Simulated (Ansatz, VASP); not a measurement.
This is a calculation of Ga for Ansatz 0.2.0.

The input input.yaml:

```yaml
crystal:
  lattice:
    - [2.71648, 0.0, 0.0]
    - [0.0, 2.71648, 0.0]
    - [0.0, 0.0, 2.71648]
  atoms:
    - { symbol: Ga, position: [0.0, 0.0, 0.0] }
hamiltonian:
  xc: revpbe
  pseudopotentials: { kind: paw }
  dispersion: d4
kpoints:
  mp_grid: { grid: [10, 10, 10] }
scf:
  occupations: { method: fermi_dirac, width: 0.05 }
output:
  forces: true
  stress: true
  eigenvalues: true
relax:
  f_tol: 0.01
  max_steps: 40
  cell: { stress_tol: 0.05 }
```

Potentials or basis: Ansatz PAW.

Run with:

```bash
$ ansatz run input.yaml --threads 2 --pin off --max-ram 5632MiB --backend cpu --events-out ev --progress --plain --runs-dir out
```

**Question.** Translate it to VASP 6.6.1. Potentials there: VASP PAW PBE potentials, release 64 (Ga_d).

**Answer.** As run (the cutoff follows the program's own potentials):

INCAR

```
ALGO = Fast
EDIFF = 1E-6
EDIFFG = -0.01
ENCUT = 600
GGA = RE
IBRION = 2
ISIF = 3
ISMEAR = -1
IVDW = 13
LASPH = T
LCHARG = F
LREAL = F
LWAVE = F
NELM = 100
NSW = 60
PREC = Accurate
SIGMA = 0.05
```

The input KPOINTS:

```
k-points
0
Gamma
  10 10 10
```

File POSCAR:

```
Ga
1.0
    2.7164800000      0.0000000000      0.0000000000
    0.0000000000      2.7164800000      0.0000000000
    0.0000000000      0.0000000000      2.7164800000
Ga
1
Direct
    0.0000000000      0.0000000000      0.0000000000
```

Potentials or basis: VASP PAW PBE potentials, release 64 (Ga_d).

Launch:

```sh
$ cat potpaw_PBE.64/Ga_d/POTCAR > POTCAR
$ mpirun -np 1 vasp_std > vasp.out
```

Both were run:

|  | VASP | Ansatz | Ansatz less VASP |
| --- | --- | --- | --- |
| gap on the k mesh at the Fermi level, each at its own relaxed structure (eV) | none | none | - |
| relaxed volume (Å³/atom) | 18.48 | 18.43 | -0.057 |
| relaxed cell length with the largest relative difference (Å) | 2.644 | 2.641 | -0.0027 |

VASP's potentials were made for PBE, not for revPBE. A gap of «none» marks a metal or a gap that the smearing closes.

Noted on Ansatz's run: the plane-wave basis is chosen anew once the cell has moved, so the energies of steps on either side of that aren't comparable.
